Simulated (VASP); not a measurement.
CdI2: single point with PBE

Crystal: CdI2.

```xyz
3
Lattice="4.3381 0.0000 0.0000 -2.1690 3.7569 0.0000 0.0000 0.0000 7.9408" Properties=species:S:1:pos:R:3 pbc="T T T"
Cd    0.0000    0.0000    0.0000
I     0.0000    2.5046    1.7174
I     2.1690    1.2523    6.2234
```

- Program: VASP 6.6.1
- Task: single point
- Functional: PBE
- Potentials or basis: VASP PAW PBE potentials, release 64 (Cd, I)
- Cutoff: 500 eV
- k mesh: 10 × 10 × 6
- Occupations: gaussian, width 0.05 eV
- Spin: no spin polarisation
- Dipole correction: no
- Further INCAR settings: ALGO = Normal; EDIFF = 1e-06; NBANDS = 20

```yaml
Pressure: 0.0 GPa
Largest_force: 0.010 eV/Å
Band_gap_on_the_k_mesh: 2.43 eV (least direct gap 2.54 eV)
```

Forces in eV/Å, atoms in the order of the input:
```
Cd   0.000  0.000  0.000
I    0.000  0.000  0.010
I    0.000  0.000 -0.010
```

Levels at points of the mesh, in eV from the valence-band top:
```csv
k point,band 11,band 12,band 13,band 14,band 15,band 16
"(0.00, 0.00, 0.00)",-0.26,-0.04,-0.04,2.50,4.54,6.27
"(0.50, 0.00, 0.00)",-1.26,-0.40,-0.15,2.53,5.12,6.35
"(0.00, 0.00, 0.50)",-0.28,-0.02,-0.02,3.06,4.50,6.22
"(0.50, 0.00, 0.50)",-1.23,-0.37,-0.20,2.43,5.15,6.10
```

It took 85 s on 1 thread of AMD EPYC 9R14 (Zen 4) (shared host), peak memory 0.31 GiB.

Caveat: spin-orbit coupling is left out, which moves the levels of the heavy elements; this functional lacks dispersion, which binds the layers, so the pressure and a relaxed spacing across them are unreliable. As with any semilocal functional, this PBE gap is likely too small.
